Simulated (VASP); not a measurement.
# MoS2 (P6_3/mmc) in VASP: notebook

The runs below take MoS2 through single point, with PBEsol.

All numbers are computed with VASP 6.6.1; they aren't measurements. Logs are shortened: lines on timing, memory, paths and dates and some standing lists are left out, and cuts for length are marked.

**The experiment to reproduce.**

“Multiwavelength excitation Raman Scattering Analysis of bulk and 2 dimensional MoS2: Vibrational properties of atomically thin MoS2 layers”, 2015, arxiv:1506.03228 reports, for a bulk crystal of MoS2 at 300 K: band gap 1.3 eV (indirect).

How close the calculation comes is told below.

## 1. The cell of the first run

The structure is hexagonal, space group P6_3/mmc (No. 194). The conventional cell has a = 3.142 Å, b = 3.142 Å, c = 12.577 Å, α = 90.00°, β = 90.00°, γ = 120.00°. Mo (site symmetry -6m2) has 6 S at 2.39 Å and 6 Mo at 3.14 Å within 3.2 Å. Within 3.2 Å of S (site symmetry 3m) lie 3 Mo at 2.39 Å and 7 S at 3.12 to 3.14 Å.

## 2. Single point, PBEsol, collinear spin

Contents of INCAR:

```
ALGO = Normal
EDIFF = 1E-6
ENCUT = 520
GGA = PS
ISIF = 2
ISMEAR = 0
ISPIN = 2
LASPH = True
LCHARG = False
LMAXMIX = 4
LORBIT = 11
LREAL = False
LWAVE = False
MAGMOM = 2 2 0 0 0 0
NBANDS = 39
NELM = 150
PREC = Accurate
SIGMA = 0.1
```

Contents of KPOINTS:

```
k-points
0
Gamma
  8 8 2
```

Contents of POSCAR:

```
MoS2
1.0
    3.1415598613      0.0000000000      0.0000000000
   -1.5707799307      2.7206706474      0.0000000000
    0.0000000000      0.0000000000     12.5771928358
Mo S
2 4
Direct
    0.3333333333      0.6666666667      0.2500000000
    0.6666666667      0.3333333333      0.7500000000
    0.3333333333      0.6666666667      0.6260208252
    0.6666666667      0.3333333333      0.1260208252
    0.3333333333      0.6666666667      0.8739791748
    0.6666666667      0.3333333333      0.3739791748
```

Potentials or basis: VASP PAW PBE potentials, release 64 (Mo_sv, S).

Launch:

```console
$ cat potpaw_PBE.64/Mo_sv/POTCAR potpaw_PBE.64/S/POTCAR > POTCAR
$ mpirun -np 1 vasp_std > vasp.out
```

OUTCAR:

```text
EDIFF = 1E-6
   ENCUT = 520
   GGA = PS
   ISIF = 2
   ISMEAR = 0
   ISPIN = 2
   LASPH = True
   LORBIT = 11
   LREAL = False
   NELM = 150
   PREC = Accurate

 ion  position               nearest neighbor table
   1  0.333  0.667  0.250-   4 2.39   6 2.39   4 2.39   6 2.39   4 2.39   6 2.39
   2  0.667  0.333  0.750-   3 2.39   5 2.39   3 2.39   5 2.39   3 2.39   5 2.39
   3  0.333  0.667  0.626-   2 2.39   2 2.39   2 2.39
   4  0.667  0.333  0.126-   1 2.39   1 2.39   1 2.39
   5  0.333  0.667  0.874-   2 2.39   2 2.39   2 2.39
   6  0.667  0.333  0.374-   1 2.39   1 2.39   1 2.39

  LATTYP: Found a hexagonal cell.
 ALAT       =     3.1415598613
 C/A-ratio  =     4.0034866089

  Lattice vectors:

 A1 = (   3.1415598613,   0.0000000000,   0.0000000000)
 A2 = (  -1.5707799307,   2.7206706474,   0.0000000000)
 A3 = (   0.0000000000,   0.0000000000,  12.5771928358)

Analysis of symmetry for initial positions (statically):
=====================================================================
 Subroutine PRICEL returns:
 Original cell was already a primitive cell.

 Routine SETGRP: Setting up the symmetry group for a
 hexagonal supercell.

 Subroutine GETGRP returns: Found 24 space group operations
 (whereof 12 operations were pure point group operations)
 out of a pool of 24 trial point group operations.

The static configuration has the point symmetry D_3d.
 The point group associated with its full space group is D_6h.

Analysis of symmetry for dynamics (positions and initial velocities):
=====================================================================
 Subroutine PRICEL returns:
 Original cell was already a primitive cell.

 Routine SETGRP: Setting up the symmetry group for a
 hexagonal supercell.

 Subroutine GETGRP returns: Found 24 space group operations
 (whereof 12 operations were pure point group operations)
 out of a pool of 24 trial point group operations.

The dynamic configuration has the point symmetry D_3d.
 The point group associated with its full space group is D_6h.

Analysis of structural, dynamic, and magnetic symmetry:
=====================================================================
 Subroutine PRICEL returns:
 Original cell was already a primitive cell.

 Routine SETGRP: Setting up the symmetry group for a
 hexagonal supercell.

 Subroutine GETGRP returns: Found 24 space group operations
 (whereof 12 operations were pure point group operations)
 out of a pool of 24 trial point group operations.

The overall configuration has the point symmetry D_3d.
 The point group associated with its full space group is D_6h.

 Subroutine INISYM returns: Found 24 space group operations
 (whereof 12 operations are pure point group operations),
 and found     1 'primitive' translations

----------------------------------------------------------------------------------------

                                     Primitive cell

  volume of cell :     107.4991

  direct lattice vectors                    reciprocal lattice vectors
     3.141559861  0.000000000  0.000000000     0.318313209  0.183778217  0.000000000
    -1.570779931  2.720670647  0.000000000     0.000000000  0.367556434  0.000000000
     0.000000000  0.000000000 12.577192836     0.000000000  0.000000000  0.079508998

  length of vectors
     3.141559861  3.141559861 12.577192836     0.367556434  0.367556434  0.079508998

  position of ions in fractional coordinates (direct lattice)
     0.333333333  0.666666667  0.250000000
     0.666666667  0.333333333  0.750000000
     0.333333333  0.666666667  0.626020825
     0.666666667  0.333333333  0.126020825
     0.333333333  0.666666667  0.873979175
     0.666666667  0.333333333  0.373979175

  ion indices of the primitive-cell ions
   primitive index   ion index
                 1           1
                 2           2
                 3           3
                 4           4
                 5           5
                 6           6

----------------------------------------------------------------------------------------

 KPOINTS: k-points

Automatic generation of k-mesh.
 Grid dimensions read from file:
 generate k-points for:    8    8    2

 Generating k-lattice:

  Cartesian coordinates                     Fractional coordinates (reciprocal lattice)
     0.039789151  0.022972277  0.000000000     0.125000000  0.000000000  0.000000000
     0.000000000  0.045944554  0.000000000     0.000000000  0.125000000  0.000000000
     0.000000000  0.000000000  0.039754499     0.000000000  0.000000000  0.500000000

  Length of vectors
     0.045944554  0.045944554  0.039754499

  Shift w.r.t. Gamma in fractional coordinates (k-lattice)
     0.000000000  0.000000000  0.000000000

 Subroutine IBZKPT returns following result:
 ===========================================

 Found     20 irreducible k-points:

 Following reciprocal coordinates:
            Coordinates               Weight
  0.000000  0.000000  0.000000      1.000000
  0.125000  0.000000  0.000000      6.000000
  0.250000  0.000000  0.000000      6.000000
  0.375000  0.000000  0.000000      6.000000
  0.500000  0.000000  0.000000      3.000000
  0.125000  0.125000  0.000000      6.000000
[... 12 lines left out ...]
  0.250000  0.250000  0.500000      6.000000
  0.375000  0.250000  0.500000      6.000000
   k-points           NKPTS =     20   k-points in BZ     NKDIM =     20   number of bands    NBANDS=     39
   number of dos      NEDOS =    301   number of ions     NIONS =      6
   total plane-waves  NPLWV =  55296
   dimension x,y,z NGX =    24 NGY =   24 NGZ =   96
   dimension x,y,z NGXF=    48 NGYF=   48 NGZF=  192
   ions per type =               2   4
   NGX,Y,Z   is equivalent  to a cutoff of  12.70, 12.70, 12.69 a.u.
   NGXF,Y,Z  is equivalent  to a cutoff of  25.40, 25.40, 25.38 a.u.
 SYSTEM =  unknown system
   PREC   = accura    normal or accurate (medium, high low for compatibility)
   ISTART =      0    job   : 0-new  1-cont  2-samecut
   ICHARG =      2    charge: 1-file 2-atom 10-const
   ISPIN  =      2    spin polarized calculation?
   LNONCOLLINEAR =      F non collinear calculations
   LSORBIT =      F    spin-orbit coupling
   LASPH  =      T    aspherical Exc in radial PAW
   ENCUT  =  520.0 eV  38.22 Ry    6.18 a.u.   5.84  5.84 23.39*2*pi/ulx,y,z
[... 15 lines left out ...]
   EFERMI =   0.00;   METHOD = LEGACY
   ISMEAR =     0;   SIGMA  =   0.10  broadening in eV -4-tet -1-fermi 0-gaus
   EFERMI_NEDOS =   21; number of points for ismear=-14 and -15
   IALGO  =     38    algorithm
   IMIX   =      4    mixing-type and parameters
     AMIX     =   0.40;   BMIX     =  1.00
     AMIX_MAG =   1.60;   BMIX_MAG =  1.00
  volume/ion in A,a.u.               =      17.92       120.91
  Fermi-wavevector in a.u.,A,eV,Ry     =   1.285112  2.428509 22.470192  1.651513
  Thomas-Fermi vector in A             =   2.417266
   LORBIT       =     11    0 simple, 1 ext, 2 COOP (PROOUT), +10 PAW based schemes
   GGA     = PS    functional components
   LHFCALC =     F    Hartree Fock is set to
   AEXX    =    0.0000 exact exchange contribution
   IVDW    =     0    specifies the selected vdW correction
   LEPSILON=     F    determine dielectric tensor
   LRPA    =     F    only Hartree local field effects (RPA)
 spin polarized calculation
 Gauss-broadening in eV      SIGMA  =   0.10
  energy-cutoff  :      520.00
  volume of cell :      107.50
 maximum number of plane-waves:      2920
 NGX is ok and might be reduce to    24
   NGX = 11   NGY = 11   NGZ = 47

 number of electron      52.0000003 magnetization       0.0004632

 Free energy of the ion-electron system (eV)
  ---------------------------------------------------
  ext. energy  EPLUGINS =         0.00000000
  ---------------------------------------------------
  free energy    TOTEN  =       -46.90514899 eV

  energy without entropy =      -46.90514899  energy(sigma->0) =      -46.90514899

 E-fermi :   7.8024     XC(G=0): -10.9255

 val. band max:        7.2607147600   @ k =   0.0000   0.0000   0.0000
 cond. band min:       8.3557388094   @ k =   0.2500   0.1250   0.0000
 fundamental gap:      1.0950240494
 Fermi energy:         7.8024367789

 spin component 1

 k-point     1 :       0.0000    0.0000    0.0000
  band No.  band energies     occupation
      1     -54.0229      1.00000
      2     -54.0229      1.00000
      3     -28.2340      1.00000
      4     -28.2340      1.00000
      5     -27.9715      1.00000
      6     -27.9715      1.00000
[... 30 lines left out ...]
     37      15.4975      0.00000
     38      15.5939      0.00000

 k-point     2 :       0.1250    0.0000    0.0000
  band No.  band energies     occupation
      1     -54.0163      1.00000
      2     -54.0163      1.00000
      3     -28.2212      1.00000
      4     -28.2211      1.00000
      5     -28.0365      1.00000
      6     -28.0365      1.00000
[... 30 lines left out ...]
     37      15.6458      0.00000
     38      16.3603      0.00000
[... 695 lines left out ...]
     37      15.4122      0.00000
     38      15.4122      0.00000

 k-point    20 :       0.3750    0.2500    0.5000
  band No.  band energies     occupation
      1     -53.9728      1.00000
      2     -53.9728      1.00000
      3     -28.3286      1.00000
      4     -28.3286      1.00000
      5     -28.2031      1.00000
      6     -28.2031      1.00000
[... 30 lines left out ...]
     37      14.9928      0.00000
     38      14.9928      0.00000
 Fermi energy:         7.8024367789

 spin component 2

 k-point     1 :       0.0000    0.0000    0.0000
  band No.  band energies     occupation
      1     -54.0229      1.00000
      2     -54.0229      1.00000
      3     -28.2340      1.00000
      4     -28.2340      1.00000
      5     -27.9716      1.00000
      6     -27.9716      1.00000
[... 30 lines left out ...]
     37      15.4978      0.00000
     38      15.5941      0.00000

 k-point     2 :       0.1250    0.0000    0.0000
  band No.  band energies     occupation
      1     -54.0163      1.00000
      2     -54.0163      1.00000
      3     -28.2212      1.00000
      4     -28.2211      1.00000
      5     -28.0365      1.00000
      6     -28.0365      1.00000
[... 30 lines left out ...]
     37      15.6459      0.00000
     38      16.3604      0.00000
[... 695 lines left out ...]
     37      15.4123      0.00000
     38      15.4123      0.00000

 k-point    20 :       0.3750    0.2500    0.5000
  band No.  band energies     occupation
      1     -53.9729      1.00000
      2     -53.9729      1.00000
      3     -28.3286      1.00000
      4     -28.3286      1.00000
      5     -28.2032      1.00000
      6     -28.2032      1.00000
[... 30 lines left out ...]
     37      14.9929      0.00000
     38      14.9929      0.00000
 [bands above 38 left out]

------------------------ aborting loop because EDIFF is reached ----------------------------------------

  FORCE on cell =-STRESS in cart. coord.  units (eV):
  Direction    XX          YY          ZZ          XY          YZ          ZX
  --------------------------------------------------------------------------------------
  -------------------------------------------------------------------------------------
  Total       -0.0221177     -0.0221177     -0.0548741      0.0000000      0.0000000      0.0000000
  in kB       -0.3296438     -0.3296438     -0.8178493      0.0000000      0.0000000      0.0000000
  external PRESSURE =      -0.4923790 kB  Pullay stress =       0.0000000 kB

 VOLUME and BASIS-vectors are now :
 -----------------------------------------------------------------------------
  energy-cutoff  :      520.00
  volume of cell :      107.50
      direct lattice vectors                 reciprocal lattice vectors
     3.141559861  0.000000000  0.000000000     0.318313209  0.183778217  0.000000000
    -1.570779931  2.720670647  0.000000000     0.000000000  0.367556434  0.000000000
     0.000000000  0.000000000 12.577192836     0.000000000  0.000000000  0.079508998

 POSITION                                       TOTAL-FORCE (eV/Angst)
 -----------------------------------------------------------------------------------
     -0.00000      1.81378      3.14430        -0.000000      0.000000      0.000000
      1.57078      0.90689      9.43289         0.000000     -0.000000      0.000000
     -0.00000      1.81378      7.87358         0.000000     -0.000000      0.004583
      1.57078      0.90689      1.58499        -0.000000      0.000000      0.004583
     -0.00000      1.81378     10.99220         0.000000     -0.000000     -0.004583
      1.57078      0.90689      4.70361        -0.000000      0.000000     -0.004583
 -----------------------------------------------------------------------------------
    total drift:                                0.000000     -0.000000      0.000000

  FREE ENERGIE OF THE ION-ELECTRON SYSTEM (eV)
  ---------------------------------------------------
  free  energy   TOTEN  =       -46.9051489893 eV

  energy  without entropy=      -46.9051489893  energy(sigma->0) =      -46.90514899

 total charge

# of ion       s       p       d       tot
------------------------------------------
    1        2.300   6.230   3.992  12.522
    2        2.300   6.230   3.992  12.522
    3        1.358   2.326   0.000   3.684
    4        1.358   2.326   0.000   3.684
    5        1.358   2.326   0.000   3.684
    6        1.358   2.326   0.000   3.684
--------------------------------------------------
tot         10.031  21.764   7.985  39.779

 magnetization (x)

# of ion       s       p       d       tot
------------------------------------------
    1        0.000  -0.000  -0.000  -0.000
    2        0.000  -0.000  -0.000  -0.000
    3       -0.000  -0.000   0.000  -0.000
    4       -0.000  -0.000   0.000  -0.000
    5       -0.000  -0.000   0.000  -0.000
    6       -0.000  -0.000   0.000  -0.000
--------------------------------------------------
tot         -0.000  -0.000  -0.000  -0.000
```

Wall time 2.8 min (1 thread of Intel Xeon Platinum 8259CL at 2.50GHz (Skylake/Cascade Lake), shared host); peak memory 0.32 GiB.

What came out:

| Property | Result |
| --- | --- |
| Free energy | -46.9051 eV |
| Pressure | 0.0 GPa |
| Largest force | 0.005 eV/Å |
| Band gap on the k mesh | 1.09 eV (least direct gap 2.03 eV) |
| Net moment | 0.00 μB per cell |
| Valence electrons inside the program's atomic spheres | Mo 12.52; S 3.68 |

Forces in eV/Å, atoms in the order of the input:
```
Mo   0.000  0.000  0.000
Mo   0.000  0.000  0.000
S    0.000  0.000  0.005
S    0.000  0.000  0.005
S    0.000  0.000 -0.005
S    0.000  0.000 -0.005
```

Levels at points of the mesh, in eV from the valence-band top:
Spin up:
```tsv
k point	band 24	band 25	band 26	band 27	band 28	band 29
(0.00, 0.00, 0.00)	-1.31	-1.13	0.00	2.29	2.29	2.31
(0.50, 0.00, 0.00)	-1.40	-1.31	-1.23	1.80	1.84	2.19
(0.00, 0.00, 0.50)	-2.05	-0.29	-0.29	2.30	2.30	2.30
(0.50, 0.00, 0.50)	-1.48	-1.27	-1.27	1.82	1.82	2.33
```
Spin down:
```tsv
k point	band 22	band 23	band 24	band 25	band 26	band 27	band 28	band 29	band 30	band 31
(0.00, 0.00, 0.00)	-2.03	-2.03	-1.31	-1.13	0.00	2.29	2.29	2.31	2.31	2.51
(0.50, 0.00, 0.00)	-2.45	-1.55	-1.40	-1.31	-1.23	1.80	1.84	2.19	2.45	3.02
(0.00, 0.00, 0.50)	-2.05	-2.05	-2.05	-0.29	-0.29	2.30	2.30	2.30	2.30	2.57
(0.50, 0.00, 0.50)	-2.56	-1.48	-1.48	-1.27	-1.27	1.82	1.82	2.33	2.33	3.35
```

Caveat: the PAW data sets were made with another functional, which shifts forces and pressure a little; this functional lacks dispersion, which binds the layers, so the pressure and a relaxed spacing across them are unreliable.

## 3. Single point, PBEsol, collinear spin

Contents of INCAR:

```
SYSTEM = MoS2
PREC = Accurate
ENCUT = 520
EDIFF = 1E-7
ISMEAR = 0
SIGMA = 0.02
LREAL = .FALSE.
LASPH = .TRUE.
NELM = 150
ALGO = Normal
ISIF = 2
LWAVE = .FALSE.
LCHARG = .FALSE.
ISPIN = 2
MAGMOM = 2 2 0 0 0 0
LORBIT = 11
LMAXMIX = 4
GGA = PS
NBANDS = 39
```

Contents of KPOINTS:

```
regular mesh
0
G
  8 8 2
  0 0 0
```

Changes to POSCAR since step 2:

```diff
@@ -2,5 +2,5 @@
 1.0
-    3.1415598613      0.0000000000      0.0000000000
-   -1.5707799307      2.7206706474      0.0000000000
-    0.0000000000      0.0000000000     12.5771928358
+    3.1415598610      0.0000000000      0.0000000000
+   -1.5707799310      2.7206706470      0.0000000000
+    0.0000000000      0.0000000000     12.5771928360
 Mo S
```

Potentials or basis: VASP PAW PBE potentials, release 64 (Mo_sv, S).

Launch:

```console
$ cat potpaw_PBE.64/Mo_sv/POTCAR potpaw_PBE.64/S/POTCAR > POTCAR
$ mpirun -np 1 vasp_std > vasp.out
```

Wall time 2.5 min (1 thread of Intel Xeon Platinum 8259CL at 2.50GHz (Skylake/Cascade Lake), shared host); peak memory 0.33 GiB.

The run converged. Its results:

* Free energy: -46.9051 eV
* Pressure: 0.0 GPa
* Largest force: 0.005 eV/Å
* Band gap on the k mesh: 1.10 eV (least direct gap 2.03 eV)
* Net moment: 0.00 μB per cell
* Valence electrons inside the program's atomic spheres: Mo 12.52; S 3.68

Forces in eV/Å, atoms in the order of the input:
```
Mo   0.000  0.000  0.000
Mo   0.000  0.000  0.000
S    0.000  0.000  0.005
S    0.000  0.000  0.005
S    0.000  0.000 -0.005
S    0.000  0.000 -0.005
```

Levels at points of the mesh, in eV from the valence-band top:
Spin up:
| k point | band 22 | band 23 | band 24 | band 25 | band 26 | band 27 | band 28 | band 29 | band 30 | band 31 |
| --- | --- | --- | --- | --- | --- | --- | --- | --- | --- | --- |
| (0.00, 0.00, 0.00) | -2.03 | -2.03 | -1.31 | -1.13 | 0.00 | 2.29 | 2.29 | 2.31 | 2.31 | 2.51 |
| (0.50, 0.00, 0.00) | -2.45 | -1.55 | -1.40 | -1.31 | -1.23 | 1.80 | 1.84 | 2.19 | 2.45 | 3.02 |
| (0.00, 0.00, 0.50) | -2.05 | -2.05 | -2.05 | -0.29 | -0.29 | 2.30 | 2.30 | 2.30 | 2.30 | 2.57 |
| (0.50, 0.00, 0.50) | -2.56 | -1.48 | -1.48 | -1.27 | -1.27 | 1.82 | 1.82 | 2.33 | 2.33 | 3.35 |
Spin down:
| k point | band 22 | band 23 | band 24 | band 25 | band 26 | band 27 | band 28 | band 29 | band 30 | band 31 |
| --- | --- | --- | --- | --- | --- | --- | --- | --- | --- | --- |
| (0.00, 0.00, 0.00) | -2.03 | -2.03 | -1.31 | -1.13 | 0.00 | 2.29 | 2.29 | 2.31 | 2.31 | 2.51 |
| (0.50, 0.00, 0.00) | -2.45 | -1.55 | -1.40 | -1.31 | -1.23 | 1.80 | 1.84 | 2.19 | 2.45 | 3.02 |
| (0.00, 0.00, 0.50) | -2.05 | -2.05 | -2.05 | -0.29 | -0.29 | 2.30 | 2.30 | 2.30 | 2.30 | 2.57 |
| (0.50, 0.00, 0.50) | -2.56 | -1.48 | -1.48 | -1.27 | -1.27 | 1.82 | 1.82 | 2.33 | 2.33 | 3.35 |

Caveat: the PAW data sets were made with another functional, which shifts forces and pressure a little; this functional lacks dispersion, which binds the layers, so the pressure and a relaxed spacing across them are unreliable.

## 4. Comparison with measurements

Step 2. Against the measured gap of MoS2, 1.3 eV (indirect; 300 K; “Multiwavelength excitation Raman Scattering Analysis of bulk and 2 dimensional MoS2: Vibrational properties of atomically thin MoS2 layers”, 2015, arxiv:1506.03228), the calculated 1.09 eV is off by -0.21 eV. Spin-orbit coupling on Mo is left out. The value is that of PBEsol on a finite k mesh, which can miss the band edges, without temperature or zero-point motion. Semilocal functionals fall short of measured gaps as a rule.

Step 3. Against the measured gap of MoS2, 1.3 eV (indirect; 300 K; “Multiwavelength excitation Raman Scattering Analysis of bulk and 2 dimensional MoS2: Vibrational properties of atomically thin MoS2 layers”, 2015, arxiv:1506.03228), the calculated 1.10 eV is off by -0.20 eV. Spin-orbit coupling on Mo is left out. The value is that of PBEsol on a finite k mesh, which can miss the band edges, without temperature or zero-point motion. Semilocal functionals fall short of measured gaps as a rule.
